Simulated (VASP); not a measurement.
Set up this calculation in VASP 6.6.1, as the native input.

| Quantity | Value |
| --- | --- |
| Task | single point |
| Functional | PBE |
| Potentials or basis | VASP PAW PBE potentials, release 64 (Li_sv) |
| Cutoff | 520 eV |
| k mesh | 16 × 16 × 9 |
| Occupations | fermi-dirac, width 0.05 eV |
| Spin | no spin polarisation |
| Dipole correction | no |
| Further INCAR settings | ALGO = Normal; EDIFF = 1e-06; NBANDS = 10 |

The structure of Li lies in POSCAR:

```
Li
1.0
    3.0544211484      0.0000000000      0.0000000000
   -1.5272105742      2.6452063084      0.0000000000
    0.0000000000      0.0000000000      4.9952014055
Li
2
Direct
    0.3442880543      0.6746860790      0.2500000000
    0.6666666667      0.3333333333      0.7500000000
```

This cell differs from its parent crystal: 0.021213, 0.0] A.

These files were run (other wordings do the same):

INCAR

```
PREC     = Accurate       # precision mode
ENCUT    = 520            # plane-wave cutoff, eV
EDIFF    = 1E-6           # SCF threshold, eV
ISMEAR   = -1             # smearing method
SIGMA    = 0.05           # smearing width, eV
LREAL    = F              # projectors in reciprocal space
LASPH    = T              # aspherical terms in the spheres
NELM     = 60             # most SCF steps
ALGO     = Normal         # electronic algorithm
ISIF     = 2              # what is computed and relaxed
LWAVE    = F              # write WAVECAR
LCHARG   = F              # write CHGCAR
GGA      = PE             # functional
NBANDS   = 10             # bands
```

KPOINTS

```
regular mesh
0
Gamma
  16 16 9
```

Potentials or basis: VASP PAW PBE potentials, release 64 (Li_sv).

Launch:

```sh
$ cat potpaw_PBE.64/Li_sv/POTCAR > POTCAR
$ mpirun -np 1 vasp_std > vasp.out
```

Results of the run:

* Largest force: 0.006 eV/Å
* Band gap on the k mesh: zero (bands 3 and 4 overlap by 3.99 eV)

Caveat: the cell differs from its parent crystal (0.021213, 0.0] A).

It took 92 s on 1 thread of Intel(R) Xeon(R) Platinum 8488C (Sapphire Rapids), with other jobs on the host, peak memory 0.3 GiB.
